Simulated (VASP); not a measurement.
Set up this calculation in VASP 6.6.1, as the native input.

```
Task                   : single point
Functional             : PBEsol
Potentials or basis    : VASP PAW PBE potentials, release 64 (Al, Ni)
Cutoff                 : 520 eV
k mesh                 : 16 × 16 × 16
Occupations            : gaussian, width 0.15 eV
Spin                   : no spin polarisation
Dipole correction      : no
Further INCAR settings : ALGO = Fast; EDIFF = 1e-06; NBANDS = 14
```

The structure of AlNi lies in POSCAR:

```
AlNi
1.0
    2.2435316031     -2.2434719844      0.0000000000
    2.2435316031      2.2434719844      0.0000000000
    0.0000000000      0.0000000000      2.8688666979
Al Ni
1 1
Direct
    0.0000000000      0.0000000000      0.0000000000
    0.5000000000      0.5000000000      0.5000000000
```

This cell differs from its parent crystal: normal strain along x +0.1100, normal strain along y +0.1100.

These files were run (other wordings do the same):

INCAR

```
SYSTEM = AlNi
PREC = Accurate
ENCUT = 520
EDIFF = 1E-6
ISMEAR = 0
SIGMA = 0.15
LREAL = .False.
LASPH = .True.
NELM = 100
ALGO = Fast
ISIF = 2
LWAVE = .False.
LCHARG = .True.
GGA = PS
LELF = .True.
LVHAR = .True.
NBANDS = 14
```

KPOINTS

```
regular mesh
0
Gamma
  16 16 16
  0 0 0
```

Potentials or basis: VASP PAW PBE potentials, release 64 (Al, Ni).

The run is started by

```bash
$ cat potpaw_PBE.64/Al/POTCAR potpaw_PBE.64/Ni/POTCAR > POTCAR
$ mpirun -np 1 vasp_std > vasp.out
```

Results of the run:

```yaml
Pressure: -22.2 GPa
Band_gap_on_the_k_mesh: zero (an odd number of electrons rules out a gap without spin polarisation)
```

Caveat: the cell differs from its parent crystal (normal strain along x +0.1100, normal strain along y +0.1100); the cell stands under tension; the PAW data sets were made with another functional, which shifts forces and pressure a little.

Wall time 84 s on 1 thread of Intel(R) Xeon(R) 6975P-C (Granite Rapids), on a shared host, peak memory 0.36 GiB.
